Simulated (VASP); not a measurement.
Input of a VASP 6.6.1 run:

File INCAR:

```
ALGO     = Normal         # electronic algorithm
EDIFF    = 1E-7           # SCF threshold, eV
ENCUT    = 520            # plane-wave cutoff, eV
GGA      = PE             # functional
ISIF     = 2              # what is computed and relaxed
ISMEAR   = 0              # smearing method
LASPH    = T              # aspherical terms in the spheres
LCHARG   = F              # write CHGCAR
LREAL    = F              # projectors in reciprocal space
LWAVE    = F              # write WAVECAR
NBANDS   = 19             # bands
NELM     = 80             # most SCF steps
PREC     = Accurate       # precision mode
SIGMA    = 0.1            # smearing width, eV
```

File KPOINTS:

```
k-points
0
Gamma
  6 6 2
```

The input POSCAR:

```
SiB2
1.0
    3.1192306100      0.0000000000      0.0000000000
   -1.5596153100      2.7013329500      0.0000000000
    0.0000000000      0.0000000000      7.4995269700
Si B
2 4
Direct
    0.0000000000      0.0000000000      0.0000000000
    0.0000000000      0.0000000000      0.5000000000
    0.3333333300      0.6666666700      0.2500000000
    0.6666666700      0.3333333300      0.7500000000
    0.0000000000      0.0000000000      0.2500000000
    0.0000000000      0.0000000000      0.7500000000
```

Potentials or basis: VASP PAW PBE potentials, release 64 (Si, B).

The run is started by

```sh
$ cat potpaw_PBE.64/Si/POTCAR potpaw_PBE.64/B/POTCAR > POTCAR
$ mpirun -np 1 vasp_std > vasp.out
```

Task: Estimate the band gap on the k mesh.

Result: Zero (bands 10 and 11 overlap by 3.67 eV).

Task: What does it give for the pressure?

Result: -1.7 GPa.

Stress tensor (GPa, compression positive):
```
-14.25   0.00   0.00
  0.00 -14.25   0.00
  0.00   0.00  23.41
```

Caveat: the k points lie up to 0.42 Å⁻¹ apart, too coarse for converged energies and pressures of a metal.
